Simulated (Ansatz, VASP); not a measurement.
**One calculation of C, two programs**

```
CELL_PARAMETERS angstrom
2.46519 0.00000 0.00000
-1.23259 2.13491 0.00000
0.00000 0.00000 26.00075
ATOMIC_POSITIONS crystal
C 0.00000 0.00000 0.50001
C 0.33333 0.66667 0.49999
```

Alike in both runs: task single point; functional PBE; dispersion D3(BJ); k mesh 9 × 9 × 1; occupations gaussian, width 0.1 eV; no spin polarisation.

```csv
,VASP,Ansatz
version,VASP 6.6.1,Ansatz 0.2.0
potentials or method,"VASP PAW PBE potentials, release 64 (C), cutoff 520 eV","scalar-relativistic, plane waves, PAW"
valence electrons in the cell,8,8
```

Ansatz gave:

```
gap on the k mesh at the Fermi level (eV) : none
rms of the force components (eV/Å)        : 0.000
```

Q: Estimate VASP's values.

A: gap on the k mesh at the Fermi level (eV): none; rms of the force components (eV/Å): 0.004.

Atom by atom the forces differ by 0.004 eV/Å (rms over components). A gap of «none» marks a metal or a gap that the smearing closes. Ansatz's warnings: structure snapped to symmetry.
